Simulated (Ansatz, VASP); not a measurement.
Ni in VASP and in Ansatz

INCAR

```
SYSTEM = Ni
PREC = Accurate
ENCUT = 600
EDIFF = 1E-6
ISMEAR = 1
SIGMA = 0.1
LREAL = .False.
LASPH = .True.
NELM = 150
ALGO = Normal
ISIF = 3
LWAVE = .False.
LCHARG = .False.
ISPIN = 2
MAGMOM = 1.5
LORBIT = 11
LMAXMIX = 4
GGA = RE
IVDW = 12
IBRION = 2
NSW = 80
EDIFFG = -0.03
```

KPOINTS

```
Automatic mesh
0
Gamma
  14 14 14
  0 0 0
```

File POSCAR:

```
Ni
1.0
    2.4917520000      0.0000000000      0.0000000000
    1.2458760000      2.1579205319      0.0000000000
    1.2458760000      0.7193068440      2.0345069885
Ni
1
Direct
    0.0000000000      0.0000000000      0.0000000000
```

Input for Ansatz:

```yaml
crystal:
  lattice:
    - [2.491752, 0.0, 0.0]
    - [1.2458760000000002, 2.1579205319306825, 0.0]
    - [1.2458760000000002, 0.7193068439768943, 2.034506988519823]
  atoms:
    - { symbol: Ni, position: [0.0, 0.0, 0.0] }
kpoints:
  mp_grid:
    grid: [14, 14, 14]
hamiltonian:
  xc: revpbe
  dispersion: d3bj
magnetization:
  spin_polarized: true
  per_species:
    Ni: 1.5
scf:
  occupations:
    method: cold
relax:
  f_tol: 0.03
  cell: {}
```

Alike in both runs: task relaxation of cell and atoms; functional revPBE; dispersion D3(BJ); k mesh 14 × 14 × 14; collinear spin.

|  | VASP | Ansatz |
| --- | --- | --- |
| version | VASP 6.6.1 | Ansatz 0.2.0 |
| potentials or method | VASP PAW PBE potentials, release 64 (Ni) | plane waves, PAW |
| plane-wave cutoff (eV) | 600 | 420 |
| occupations | methfessel-paxton of order 1, width 0.1 eV | cold |
| valence electrons in the cell | 10 | 18 |

```csv
,VASP,Ansatz,Ansatz less VASP
net moment per atom (μB),0.57,0.58,+0.013
size of the moment on the site where the two differ most (μB),0.57,0.62,+0.044
relaxed volume (Å³/atom),10.36,10.37,+0.007
relaxed cell length with the largest relative difference (Å),2.447,2.447,+0.0006
```

VASP's potentials were made for PBE, not for revPBE. Site moments also hang on the region over which each program counts them. VASP's potentials hold 10 valence electrons a cell and Ansatz's 18, so a difference there can come from the potentials and not from the codes.
